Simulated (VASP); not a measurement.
Sn, 1 atom in the cell. Symmetry: I4/mmm, No. 139, tetragonal system. The conventional cell has a = 3.632 Å, b = 3.632 Å, c = 3.745 Å, α = 90.00°, β = 90.00°, γ = 90.00°. Within 4.2 Å of Sn (site symmetry 4/mmm) lie 14 Sn at 3.18 to 3.74 Å.  This cell differs from its parent crystal: strain -0.0300 x Voigt [1, 1, 0, 0, 0, 0].

* Program: VASP 6.6.1
* Task: single point
* Functional: PBEsol
* Potentials or basis: VASP PAW PBE potentials, release 64 (Sn_d)
* Cutoff: 520 eV
* k mesh: 22 × 22 × 22
* Occupations: gaussian, width 0.15 eV
* Spin: no spin polarisation
* Dipole correction: no
* Further INCAR settings: ALGO = Fast; EDIFF = 1e-06; NBANDS = 13

Potentials or basis: VASP PAW PBE potentials, release 64 (Sn_d).

Command:

```sh
$ cat potpaw_PBE.64/Sn_d/POTCAR > POTCAR
$ mpirun -np 1 vasp_std > vasp.out
```

Hardware: 1 thread of Intel(R) Xeon(R) Platinum 8259CL CPU @ 2.50GHz (Skylake/Cascade Lake), with other jobs on the host.

Q: Estimate the wall time of this run.

A: Wall time 2.4 min on 1 thread of Intel(R) Xeon(R) Platinum 8259CL CPU @ 2.50GHz (Skylake/Cascade Lake), with other jobs on the host, peak memory 0.34 GiB. Counts: scf iterations 12, k points 834.
